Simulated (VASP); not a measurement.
# Cr (Im-3m) in VASP: a series of runs, part 2 of 2

VASP 6.6.1. The steps go on from the part before.

## 3. Single point, PBE

Input file INCAR:

```
SYSTEM = Cr
  PREC = Accurate
  ENCUT = 500
  EDIFF = 1E-6
  ISMEAR = 0
  SIGMA = 0.05
  LREAL = .False.
  LASPH = .True.
  NELM = 120
  ALGO = Normal
  ISIF = 2
  LWAVE = .False.
  LCHARG = .True.
  GGA = PE
  LELF = .True.
  LVHAR = .True.
  NBANDS = 12
  GGA_COMPAT = .False.
```

Input file KPOINTS:

```
regular mesh
0
Gamma
  16 16 16
  0 0 0
```

Input file POSCAR:

```
Cr
1.0
   -1.4399985532      1.4399985532      1.4399985532
    1.4399985532     -1.4399985532      1.4399985532
    1.4399985532      1.4399985532     -1.4399985532
Cr
1
Direct
    0.0000000000      0.0000000000      0.0000000000
```

Potentials or basis: VASP PAW PBE potentials, release 64 (Cr_pv).

Launch:

```console
> cat potpaw_PBE.64/Cr_pv/POTCAR > POTCAR
> mpirun -np 1 vasp_std > vasp.out
```

OUTCAR:

```text
SYSTEM = Cr
   PREC = Accurate
   ENCUT = 500
   EDIFF = 1E-6
   ISMEAR = 0
   LREAL = .False.
   LASPH = .True.
   NELM = 120
   ISIF = 2
   GGA = PE

 ion  position               nearest neighbor table
   1  0.000  0.000  0.000-

  LATTYP: Found a body centered cubic cell.
 ALAT       =     2.8799971064

  Lattice vectors:

 A1 = (  -1.4399985532,   1.4399985532,   1.4399985532)
 A2 = (   1.4399985532,  -1.4399985532,   1.4399985532)
 A3 = (   1.4399985532,   1.4399985532,  -1.4399985532)

Analysis of symmetry for initial positions (statically):
=====================================================================
 Subroutine PRICEL returns:
 Original cell was already a primitive cell.

 Routine SETGRP: Setting up the symmetry group for a
 body centered cubic supercell.

 Subroutine GETGRP returns: Found 48 space group operations
 (whereof 48 operations were pure point group operations)
 out of a pool of 48 trial point group operations.

The static configuration has the point symmetry O_h .

Analysis of symmetry for dynamics (positions and initial velocities):
=====================================================================
 Subroutine PRICEL returns:
 Original cell was already a primitive cell.

 Routine SETGRP: Setting up the symmetry group for a
 body centered cubic supercell.

 Subroutine GETGRP returns: Found 48 space group operations
 (whereof 48 operations were pure point group operations)
 out of a pool of 48 trial point group operations.

The dynamic configuration has the point symmetry O_h .

 Subroutine INISYM returns: Found 48 space group operations
 (whereof 48 operations are pure point group operations),
 and found     1 'primitive' translations

----------------------------------------------------------------------------------------

                                     Primitive cell

  volume of cell :      11.9439

  direct lattice vectors                    reciprocal lattice vectors
    -1.439998553  1.439998553  1.439998553     0.000000000  0.347222571  0.347222571
     1.439998553 -1.439998553  1.439998553     0.347222571  0.000000000  0.347222571
     1.439998553  1.439998553 -1.439998553     0.347222571  0.347222571  0.000000000

  length of vectors
     2.494150657  2.494150657  2.494150657     0.491046869  0.491046869  0.491046869

  position of ions in fractional coordinates (direct lattice)
     0.000000000  0.000000000  0.000000000

  ion indices of the primitive-cell ions
   primitive index   ion index
                 1           1

----------------------------------------------------------------------------------------

 KPOINTS: regular mesh

Automatic generation of k-mesh.
 Grid dimensions read from file:
 generate k-points for:   16   16   16

 Generating k-lattice:

  Cartesian coordinates                     Fractional coordinates (reciprocal lattice)
     0.000000000  0.021701411  0.021701411     0.062500000  0.000000000  0.000000000
     0.021701411  0.000000000  0.021701411     0.000000000  0.062500000  0.000000000
     0.021701411  0.021701411  0.000000000     0.000000000  0.000000000  0.062500000

  Length of vectors
     0.030690429  0.030690429  0.030690429

  Shift w.r.t. Gamma in fractional coordinates (k-lattice)
     0.000000000  0.000000000  0.000000000

 Subroutine IBZKPT returns following result:
 ===========================================

 Found    145 irreducible k-points:

 Following reciprocal coordinates:
            Coordinates               Weight
  0.000000  0.000000  0.000000      1.000000
  0.062500  0.000000  0.000000     12.000000
  0.125000  0.000000  0.000000     12.000000
  0.187500  0.000000  0.000000     12.000000
  0.250000  0.000000  0.000000     12.000000
  0.312500  0.000000  0.000000     12.000000
[... 16 lines left out ...]
  0.187500  0.187500  0.000000     24.000000
  0.250000  0.187500  0.000000     48.000000
 [... further k-points ...]
   k-points           NKPTS =    145   k-points in BZ     NKDIM =    145   number of bands    NBANDS=     12
   number of dos      NEDOS =    301   number of ions     NIONS =      1
   total plane-waves  NPLWV =   5832
   dimension x,y,z NGX =    18 NGY =   18 NGZ =   18
   dimension x,y,z NGXF=    36 NGYF=   36 NGZF=   36
   ions per type =               1
   NGX,Y,Z   is equivalent  to a cutoff of  12.00, 12.00, 12.00 a.u.
   NGXF,Y,Z  is equivalent  to a cutoff of  24.00, 24.00, 24.00 a.u.
 SYSTEM =  Cr
   PREC   = accura    normal or accurate (medium, high low for compatibility)
   ISTART =      0    job   : 0-new  1-cont  2-samecut
   ICHARG =      2    charge: 1-file 2-atom 10-const
   ISPIN  =      1    spin polarized calculation?
   LNONCOLLINEAR =      F non collinear calculations
   LSORBIT =      F    spin-orbit coupling
   LASPH  =      T    aspherical Exc in radial PAW
   ENCUT  =  500.0 eV  36.75 Ry    6.06 a.u.   4.55  4.55  4.55*2*pi/ulx,y,z
   NELM   =    120;   NELMIN=  2; NELMDL= -5     # of ELM steps
   EDIFF  = 0.1E-05   stopping-criterion for ELM
   LREAL  =      F    real-space projection
   EDIFFG = 0.1E-04   stopping-criterion for IOM
   NSW    =      0    number of steps for IOM
   IBRION =     -1    ionic relax: 0-MD 1-quasi-New 2-CG
   NFREE  =      0    steps in history (QN), initial steepest desc. (CG)
   ISIF   =      2    stress and relaxation
   ISYM   =      2    0-nonsym 1-usesym 2-fastsym
   POTIM  = 0.5000    time-step for ionic-motion
   TEBEG  =    0.0;   TEEND  =   0.0 temperature during run
   PSTRESS=    0.0 pullay stress
   NELECT =      12.0000    total number of electrons
   NUPDOWN=      -1.0000    fix difference up-down
   EMIN   =  10.00;   EMAX   =-10.00  energy-range for DOS
   EFERMI =   0.00;   METHOD = LEGACY
   ISMEAR =     0;   SIGMA  =   0.05  broadening in eV -4-tet -1-fermi 0-gaus
   EFERMI_NEDOS =   21; number of points for ismear=-14 and -15
   IALGO  =     38    algorithm
   IMIX   =      4    mixing-type and parameters
     AMIX     =   0.40;   BMIX     =  1.00
     AMIX_MAG =   1.60;   BMIX_MAG =  1.00
  volume/ion in A,a.u.               =      11.94        80.60
  Fermi-wavevector in a.u.,A,eV,Ry     =   1.639658  3.098504 36.578955  2.688477
  Thomas-Fermi vector in A             =   2.730427
   LORBIT       =      0    0 simple, 1 ext, 2 COOP (PROOUT), +10 PAW based schemes
   GGA     = PE    functional components
   LHFCALC =     F    Hartree Fock is set to
   AEXX    =    0.0000 exact exchange contribution
   IVDW    =     0    specifies the selected vdW correction
   LEPSILON=     F    determine dielectric tensor
   LRPA    =     F    only Hartree local field effects (RPA)
 non-spin polarized calculation
 Gauss-broadening in eV      SIGMA  =   0.05
  energy-cutoff  :      500.00
  volume of cell :       11.94
 maximum number of plane-waves:       321
   NGX =  9   NGY =  9   NGZ =  9

 number of electron      11.9999982 magnetization

 Free energy of the ion-electron system (eV)
  ---------------------------------------------------
  ext. energy  EPLUGINS =         0.00000000
  ---------------------------------------------------
  free energy    TOTEN  =        -9.50668678 eV

  energy without entropy =       -9.50559208  energy(sigma->0) =       -9.50613943

 E-fermi :  10.4587     XC(G=0): -13.4815

 val. band max:       10.4393352248   @ k =  -0.1875   0.1875   0.1250
 cond. band min:      10.4654995686   @ k =  -0.1875   0.1875   0.1250
 fundamental gap:      0.0261643438
 Fermi energy:        10.4587466515

 k-point     1 :       0.0000    0.0000    0.0000
  band No.  band energies     occupation
      1     -32.2771      2.00000
      2     -32.2771      2.00000
      3     -32.2771      2.00000
      4       2.7672      2.00000
      5       9.6259      2.00000
      6       9.6259      2.00000
      7       9.6259      2.00000
      8      11.5920      0.00000
      9      11.5920      0.00000
     10      17.5786      0.00000
     11      32.5426      0.00000
     12      32.5426      0.00000
[... 331 lines left out ...]
 k-point    24 :       0.2500    0.1875    0.0000
  band No.  band energies     occupation
      1     -32.9191      2.00000
      2     -32.5380      2.00000
      3     -32.3458      2.00000
      4       6.8096      2.00000
      5       8.3740      2.00000
      6       8.9148      2.00000
      7      11.2635      0.00000
      8      11.9964      0.00000
      9      13.5551      0.00000
     10      17.5768      0.00000
     11      23.8276      0.00000
     12      25.4770      0.00000

 [... further k-points ...]

------------------------ aborting loop because EDIFF is reached ----------------------------------------

  FORCE on cell =-STRESS in cart. coord.  units (eV):
  Direction    XX          YY          ZZ          XY          YZ          ZX
  --------------------------------------------------------------------------------------
  -------------------------------------------------------------------------------------
  Total       -0.6402291     -0.6402291     -0.6402291      0.0000000      0.0000000      0.0000000
  in kB      -85.8815355    -85.8815355    -85.8815355      0.0000000      0.0000000      0.0000000
  external PRESSURE =     -85.8815355 kB  Pullay stress =       0.0000000 kB

 VOLUME and BASIS-vectors are now :
 -----------------------------------------------------------------------------
  energy-cutoff  :      500.00
  volume of cell :       11.94
      direct lattice vectors                 reciprocal lattice vectors
    -1.439998553  1.439998553  1.439998553     0.000000000  0.347222571  0.347222571
     1.439998553 -1.439998553  1.439998553     0.347222571  0.000000000  0.347222571
     1.439998553  1.439998553 -1.439998553     0.347222571  0.347222571  0.000000000

 POSITION                                       TOTAL-FORCE (eV/Angst)
 -----------------------------------------------------------------------------------
      0.00000      0.00000      0.00000        -0.000000      0.000000     -0.000000
 -----------------------------------------------------------------------------------
    total drift:                                0.000000      0.000000      0.000000

  FREE ENERGIE OF THE ION-ELECTRON SYSTEM (eV)
  ---------------------------------------------------
  free  energy   TOTEN  =        -9.5066867834 eV

  energy  without entropy=       -9.5055920804  energy(sigma->0) =       -9.50613943
```

OSZICAR:

```text
N       E                     dE             d eps       ncg     rms          rms(c)
DAV:   1     0.789443245759E+02    0.78944E+02   -0.70883E+03  3516   0.116E+03
DAV:   2    -0.100281884214E+02   -0.88973E+02   -0.85783E+02  3556   0.291E+02
DAV:   3    -0.112276497472E+02   -0.11995E+01   -0.11940E+01  3884   0.408E+01
DAV:   4    -0.112341729537E+02   -0.65232E-02   -0.65231E-02  3752   0.301E+00
DAV:   5    -0.112342537019E+02   -0.80748E-04   -0.80746E-04  3776   0.307E-01    0.125E+01
DAV:   6    -0.953437914751E+01    0.16999E+01   -0.47424E+00  3644   0.362E+01    0.215E+00
DAV:   7    -0.951671405046E+01    0.17665E-01   -0.66436E-02  3556   0.365E+00    0.111E+00
DAV:   8    -0.950674063840E+01    0.99734E-02   -0.28958E-03  3844   0.870E-01    0.130E-01
DAV:   9    -0.950669139930E+01    0.49239E-04   -0.45987E-04  3540   0.330E-01    0.385E-02
DAV:  10    -0.950668923602E+01    0.21633E-05   -0.79907E-06  3652   0.338E-02    0.524E-03
DAV:  11    -0.950668670591E+01    0.25301E-05   -0.29070E-07  1880   0.869E-03    0.950E-04
DAV:  12    -0.950668678340E+01   -0.77486E-07   -0.13329E-08  1764   0.171E-03
   1 F= -.95066868E+01 E0= -.95061394E+01  d E =-.109470E-02
```

stdout:

```text
POSCAR found type information on POSCAR Cr
 POSCAR found :  1 types and       1 ions
 scaLAPACK will be used
 LDA part: xc-table for (Slater+PW92), standard interpolation
 POSCAR, INCAR and KPOINTS ok, starting setup
 FFT: planning ... GRIDC
 FFT: planning ... GRID_SOFT
 FFT: planning ... GRID
 WAVECAR not read
 entering main loop
```

It took 26 s on 1 thread of Intel Xeon 8259CL, shared host; peak memory 0.13 GiB.

Results:

```yaml
Free_energy: -9.5067 eV
Pressure: -8.6 GPa
Band_gap_on_the_k_mesh: zero (band 6 reaches 12.82 eV, above the bottom of band 7 at 9.63 eV)
```

Levels at points of the mesh, in eV from the Fermi level:
| k point | band 4 | band 5 | band 6 | band 7 | band 8 | band 9 |
| --- | --- | --- | --- | --- | --- | --- |
| (0.00, 0.00, 0.00) | -7.69 | -0.83 | -0.83 | -0.83 | 1.13 | 1.13 |
| (0.50, 0.00, 0.00) | -4.23 | -2.31 | 1.08 | 1.12 | 1.45 | 2.74 |
| (0.50, 0.50, 0.50) | -4.07 | -4.07 | 2.36 | 2.36 | 2.36 | 7.12 |

Caveat: the run has no spin polarisation, though such a crystal can be magnetic. Spin polarisation is off, so any magnetic state and its effect on volume and gap are missing.
